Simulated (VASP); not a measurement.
# AgCl (I4/mmm) in VASP: further runs

The runs below take AgCl through single point, with PBE.

Everything below comes from runs of VASP 6.6.1. Logs are shortened: lines on timing, memory, paths and dates and some standing lists are left out, and cuts for length are marked.

**1. The cell of the first run**

The structure is tetragonal, space group I4/mmm (No. 139). Conventional cell: a = 4.527 Å, b = 4.527 Å, c = 4.162 Å, α = 90.00°, β = 90.00°, γ = 90.00°. Ag (site symmetry 4/mmm) has 2 Cl at 2.08 Å within 2.8 Å. Within 2.8 Å of Cl (site symmetry 4/mmm) lie 2 Ag at 2.08 Å.

**2. Single point, PBE**

The input, INCAR:

```
SYSTEM = AgCl
ALGO = Normal
EDIFF = 1E-7
ENCUT = 520
GGA = PE
ISIF = 2
ISMEAR = 0
LASPH = .True.
LCHARG = .True.
LELF = .True.
LREAL = .False.
LVHAR = .True.
LWAVE = .False.
NBANDS = 16
NELM = 60
PREC = Accurate
SIGMA = 0.05
```

The input, KPOINTS:

```
k-points
0
Gamma
  10 10 10
  0 0 0
```

The input, POSCAR:

```
AgCl
1.0
    0.0000000000      3.2013678243      2.0808890858
    3.2013678243      0.0000000000      2.0808890858
    3.2013678243      3.2013678243      0.0000000000
Ag Cl
1 1
Direct
    0.5000000000      0.5000000000      0.5000000000
    0.0000000000      0.0000000000      0.0000000000
```

Potentials or basis: VASP PAW PBE potentials, release 64 (Ag, Cl).

Run with:

```bash
> cat potpaw_PBE.64/Ag/POTCAR potpaw_PBE.64/Cl/POTCAR > POTCAR
> mpirun -np 1 vasp_std > vasp.out
```

OUTCAR:

```text
SYSTEM = AgCl
   EDIFF = 1E-7
   ENCUT = 520
   GGA = PE
   ISIF = 2
   ISMEAR = 0
   LASPH = .True.
   LREAL = .False.
   NELM = 60
   PREC = Accurate

 ion  position               nearest neighbor table
   1  0.500  0.500  0.500-   2 2.08   2 2.08
   2  0.000  0.000  0.000-   1 2.08   1 2.08

  LATTYP: Found a body centered tetragonal cell.
 ALAT       =     4.5274177953
 C/A-ratio  =     0.9192388155

  Lattice vectors:

 A1 = (   0.0000000000,  -3.2013678243,  -2.0808890858)
 A2 = (   0.0000000000,   3.2013678243,  -2.0808890858)
 A3 = (   3.2013678243,   0.0000000000,   2.0808890858)

Analysis of symmetry for initial positions (statically):
=====================================================================
 Subroutine PRICEL returns:
 Original cell was already a primitive cell.

 Routine SETGRP: Setting up the symmetry group for a
 body centered tetragonal supercell.

 Subroutine GETGRP returns: Found 16 space group operations
 (whereof 16 operations were pure point group operations)
 out of a pool of 16 trial point group operations.

The static configuration has the point symmetry D_4h.

Analysis of symmetry for dynamics (positions and initial velocities):
=====================================================================
 Subroutine PRICEL returns:
 Original cell was already a primitive cell.

 Routine SETGRP: Setting up the symmetry group for a
 body centered tetragonal supercell.

 Subroutine GETGRP returns: Found 16 space group operations
 (whereof 16 operations were pure point group operations)
 out of a pool of 16 trial point group operations.

The dynamic configuration has the point symmetry D_4h.

 Subroutine INISYM returns: Found 16 space group operations
 (whereof 16 operations are pure point group operations),
 and found     1 'primitive' translations

----------------------------------------------------------------------------------------

                                     Primitive cell

  volume of cell :      42.6530

  direct lattice vectors                    reciprocal lattice vectors
     0.000000000  3.201367824  2.080889086    -0.156183240  0.156183240  0.240281908
     3.201367824  0.000000000  2.080889086     0.156183240 -0.156183240  0.240281908
     3.201367824  3.201367824  0.000000000     0.156183240  0.156183240 -0.240281908

  length of vectors
     3.818226726  3.818226726  4.527417795     0.326376783  0.326376783  0.326376783

  position of ions in fractional coordinates (direct lattice)
     0.500000000  0.500000000  0.500000000
     0.000000000  0.000000000  0.000000000

  ion indices of the primitive-cell ions
   primitive index   ion index
                 1           1
                 2           2

----------------------------------------------------------------------------------------

 KPOINTS: k-points

Automatic generation of k-mesh.
 Grid dimensions read from file:
 generate k-points for:   10   10   10

 Generating k-lattice:

  Cartesian coordinates                     Fractional coordinates (reciprocal lattice)
    -0.015618324  0.015618324  0.024028191     0.100000000 -0.000000000  0.000000000
     0.015618324 -0.015618324  0.024028191    -0.000000000  0.100000000  0.000000000
     0.015618324  0.015618324 -0.024028191     0.000000000  0.000000000  0.100000000

  Length of vectors
     0.032637678  0.032637678  0.032637678

  Shift w.r.t. Gamma in fractional coordinates (k-lattice)
     0.000000000  0.000000000  0.000000000

 Subroutine IBZKPT returns following result:
 ===========================================

 Found    102 irreducible k-points:

 Following reciprocal coordinates:
            Coordinates               Weight
  0.000000  0.000000  0.000000      1.000000
  0.100000 -0.000000  0.000000      8.000000
  0.200000 -0.000000  0.000000      8.000000
  0.300000 -0.000000  0.000000      8.000000
  0.400000 -0.000000  0.000000      8.000000
  0.500000  0.000000  0.000000      4.000000
[... 16 lines left out ...]
  0.300000  0.300000  0.000000      2.000000
  0.400000  0.300000  0.000000      8.000000
 [... further k-points ...]
   k-points           NKPTS =    102   k-points in BZ     NKDIM =    102   number of bands    NBANDS=     16
   number of dos      NEDOS =    301   number of ions     NIONS =      2
   total plane-waves  NPLWV =  28224
   dimension x,y,z NGX =    28 NGY =   28 NGZ =   36
   dimension x,y,z NGXF=    56 NGYF=   56 NGZF=   72
   ions per type =               1   1
   NGX,Y,Z   is equivalent  to a cutoff of  12.19, 12.19, 13.22 a.u.
   NGXF,Y,Z  is equivalent  to a cutoff of  24.38, 24.38, 26.44 a.u.
 SYSTEM =  AgCl
   PREC   = accura    normal or accurate (medium, high low for compatibility)
   ISTART =      0    job   : 0-new  1-cont  2-samecut
   ICHARG =      2    charge: 1-file 2-atom 10-const
   ISPIN  =      1    spin polarized calculation?
   LNONCOLLINEAR =      F non collinear calculations
   LSORBIT =      F    spin-orbit coupling
   LASPH  =      T    aspherical Exc in radial PAW
   ENCUT  =  520.0 eV  38.22 Ry    6.18 a.u.   7.10  7.10  8.42*2*pi/ulx,y,z
   NELM   =     60;   NELMIN=  2; NELMDL= -5     # of ELM steps
   EDIFF  = 0.1E-06   stopping-criterion for ELM
   LREAL  =      F    real-space projection
   EDIFFG = 0.1E-05   stopping-criterion for IOM
   NSW    =      0    number of steps for IOM
   IBRION =     -1    ionic relax: 0-MD 1-quasi-New 2-CG
   NFREE  =      0    steps in history (QN), initial steepest desc. (CG)
   ISIF   =      2    stress and relaxation
   ISYM   =      2    0-nonsym 1-usesym 2-fastsym
   POTIM  = 0.5000    time-step for ionic-motion
   TEBEG  =    0.0;   TEEND  =   0.0 temperature during run
   PSTRESS=    0.0 pullay stress
   NELECT =      18.0000    total number of electrons
   NUPDOWN=      -1.0000    fix difference up-down
   EMIN   =  10.00;   EMAX   =-10.00  energy-range for DOS
   EFERMI =   0.00;   METHOD = LEGACY
   ISMEAR =     0;   SIGMA  =   0.05  broadening in eV -4-tet -1-fermi 0-gaus
   EFERMI_NEDOS =   21; number of points for ismear=-14 and -15
   IALGO  =     38    algorithm
   IMIX   =      4    mixing-type and parameters
     AMIX     =   0.40;   BMIX     =  1.00
     AMIX_MAG =   1.60;   BMIX_MAG =  1.00
  volume/ion in A,a.u.               =      21.33       143.92
  Fermi-wavevector in a.u.,A,eV,Ry     =   1.227955  2.320498 20.515850  1.507872
  Thomas-Fermi vector in A             =   2.362898
   LORBIT       =      0    0 simple, 1 ext, 2 COOP (PROOUT), +10 PAW based schemes
   GGA     = PE    functional components
   LHFCALC =     F    Hartree Fock is set to
   AEXX    =    0.0000 exact exchange contribution
   IVDW    =     0    specifies the selected vdW correction
   LEPSILON=     F    determine dielectric tensor
   LRPA    =     F    only Hartree local field effects (RPA)
 non-spin polarized calculation
 Gauss-broadening in eV      SIGMA  =   0.05
  energy-cutoff  :      520.00
  volume of cell :       42.65
 maximum number of plane-waves:      1180
   NGX = 15   NGY = 15   NGZ = 17

 number of electron      17.9999998 magnetization

 Free energy of the ion-electron system (eV)
  ---------------------------------------------------
  ext. energy  EPLUGINS =         0.00000000
  ---------------------------------------------------
  free energy    TOTEN  =        -4.00305847 eV

  energy without entropy =       -4.00305847  energy(sigma->0) =       -4.00305847

 E-fermi :   4.6478     XC(G=0):  -9.7205

 val. band max:        4.3823888806   @ k =   0.5000   0.0000   0.0000
 cond. band min:       6.3797826554   @ k =   0.0000   0.0000   0.0000
 fundamental gap:      1.9973937748
 Fermi energy:         4.6477527568

 k-point     1 :       0.0000    0.0000    0.0000
  band No.  band energies     occupation
      1     -12.5043      2.00000
      2       0.0050      2.00000
      3       0.1240      2.00000
      4       0.1240      2.00000
      5       0.1427      2.00000
      6       0.7546      2.00000
[... 8 lines left out ...]
     15      16.0483      0.00000
     16      16.3470      0.00000

 k-point     2 :       0.1000   -0.0000    0.0000
  band No.  band energies     occupation
      1     -12.4249      2.00000
      2      -1.0071      2.00000
      3      -0.2100      2.00000
      4      -0.1716      2.00000
      5       0.7285      2.00000
      6       0.8191      2.00000
[... 8 lines left out ...]
     15      16.2648      0.00000
     16      17.4106      0.00000

 k-point     3 :       0.2000   -0.0000    0.0000
  band No.  band energies     occupation
      1     -12.2042      2.00000
      2      -2.1958      2.00000
      3      -0.7928      2.00000
      4      -0.6758      2.00000
      5       0.8280      2.00000
      6       1.1403      2.00000
[... 8 lines left out ...]
     15      16.2225      0.00000
     16      19.3372      0.00000

 k-point     4 :       0.3000   -0.0000    0.0000
  band No.  band energies     occupation
      1     -11.8998      2.00000
      2      -3.2931      2.00000
      3      -1.2893      2.00000
      4      -1.0996      2.00000
      5       0.9881      2.00000
      6       1.1257      2.00000
[... 8 lines left out ...]
     15      16.5120      0.00000
     16      19.2812      0.00000
[... 324 lines left out ...]
 k-point    22 :      -0.2000    0.2000    0.0000
  band No.  band energies     occupation
      1     -12.3434      2.00000
      2      -0.4999      2.00000
      3      -0.4254      2.00000
      4       0.0125      2.00000
      5       0.2767      2.00000
      6       0.4122      2.00000
[... 8 lines left out ...]
     15      16.7287      0.00000
     16      19.0670      0.00000

 k-point    23 :       0.3000    0.3000    0.0000
  band No.  band energies     occupation
      1     -11.5400      2.00000
      2      -4.1880      2.00000
      3      -1.3224      2.00000
      4      -1.3224      2.00000
      5       0.8804      2.00000
      6       1.1419      2.00000
[... 8 lines left out ...]
     15      16.0776      0.00000
     16      21.0463      0.00000

 k-point    24 :       0.4000    0.3000    0.0000
  band No.  band energies     occupation
      1     -11.6922      2.00000
      2      -3.5313      2.00000
      3      -1.1860      2.00000
      4      -1.1583      2.00000
      5       0.8166      2.00000
      6       1.2174      2.00000
[... 8 lines left out ...]
     15      17.0466      0.00000
     16      20.1493      0.00000

 [... further k-points ...]

------------------------ aborting loop because EDIFF is reached ----------------------------------------

  FORCE on cell =-STRESS in cart. coord.  units (eV):
  Direction    XX          YY          ZZ          XY          YZ          ZX
  --------------------------------------------------------------------------------------
  -------------------------------------------------------------------------------------
  Total        1.3197712      1.3197712     19.0416112      0.0000000      0.0000000     -0.0000000
  in kB       49.5745927     49.5745927    715.2604245      0.0000000      0.0000000     -0.0000000
  external PRESSURE =     271.4698700 kB  Pullay stress =       0.0000000 kB

 VOLUME and BASIS-vectors are now :
 -----------------------------------------------------------------------------
  energy-cutoff  :      520.00
  volume of cell :       42.65
      direct lattice vectors                 reciprocal lattice vectors
     0.000000000  3.201367824  2.080889086    -0.156183240  0.156183240  0.240281908
     3.201367824  0.000000000  2.080889086     0.156183240 -0.156183240  0.240281908
     3.201367824  3.201367824  0.000000000     0.156183240  0.156183240 -0.240281908

 POSITION                                       TOTAL-FORCE (eV/Angst)
 -----------------------------------------------------------------------------------
      3.20137      3.20137      2.08089         0.000000     -0.000000     -0.000000
      0.00000      0.00000      0.00000        -0.000000      0.000000      0.000000
 -----------------------------------------------------------------------------------
    total drift:                                0.000000      0.000000      0.000000

  FREE ENERGIE OF THE ION-ELECTRON SYSTEM (eV)
  ---------------------------------------------------
  free  energy   TOTEN  =        -4.0030584697 eV

  energy  without entropy=       -4.0030584697  energy(sigma->0) =       -4.00305847
```

Wall time 30 s (1 thread of Intel Xeon 6975P-C (Granite Rapids), shared host); peak memory 0.21 GiB.

Results:

- Free energy: -4.0031 eV
- Pressure: 27.1 GPa
- Band gap on the k mesh: 2.00 eV (least direct gap 3.46 eV)

Caveat: the stress differs along the axes, from 5 to 72 GPa. A k mesh can miss the band edges.

(Part 1 of 2 ends here.)
